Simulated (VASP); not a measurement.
A run of VASP 6.6.1 is set up as follows.

INCAR

```
SYSTEM = TmHOs
  PREC = Accurate
  ENCUT = 600
  EDIFF = 1E-7
  ISMEAR = 0
  SIGMA = 0.1
  LREAL = .FALSE.
  LASPH = .TRUE.
  NELM = 200
  ALGO = Normal
  ISIF = 4
  LWAVE = .FALSE.
  LCHARG = .FALSE.
  GGA = PE
  IBRION = 2
  NSW = 50
  EDIFFG = -0.01
  GGA_COMPAT = .FALSE.
  NELMIN = 4
  LMAXMIX = 6
```

KPOINTS

```
regular mesh
0
G
  10 10 10
  0 0 0
```

POSCAR

```
TmHOs
1.0
    3.2157879857      0.0000000000      0.0000000000
    0.0000000000      3.2157879857      0.0000000000
    0.0000000000      0.0000000000      3.5113947324
Tm H Os
1 1 1
Direct
    0.5000000000      0.5000000000      0.5000000000
    0.0000000000      0.0000000000      0.5000000000
    0.0000000000      0.0000000000      0.0000000000
```

Potentials or basis: VASP PAW PBE potentials, release 64 (Tm_3, H, Os), 4f in core.

Command:

```sh
$ cat potpaw_PBE.64/Tm_3/POTCAR potpaw_PBE.64/H/POTCAR potpaw_PBE.64/Os/POTCAR > POTCAR
$ mpirun -np 1 vasp_std > vasp.out
```

Task: Estimate the band gap on the k mesh.

Result: Zero (bands 9 and 10 overlap by 3.03 eV).

Step by step:
```
step  energy change (eV)  largest force (eV/Å)  pressure (GPa)  volume (Å³)
   1              0.0000                0.0000           24.88        36.31
   2             -0.0034                0.0000           24.52        36.31
   3             -0.0050                0.0000           23.94        36.31
   4             -0.0051                0.0000           24.06        36.31
```

Caveat: spin-orbit coupling is left out, which moves the levels of the heavy elements; the 4f electrons are frozen in the core, so they carry no moment and show no levels. Spin polarisation is off, so any magnetic state and its effect on volume and gap are missing.
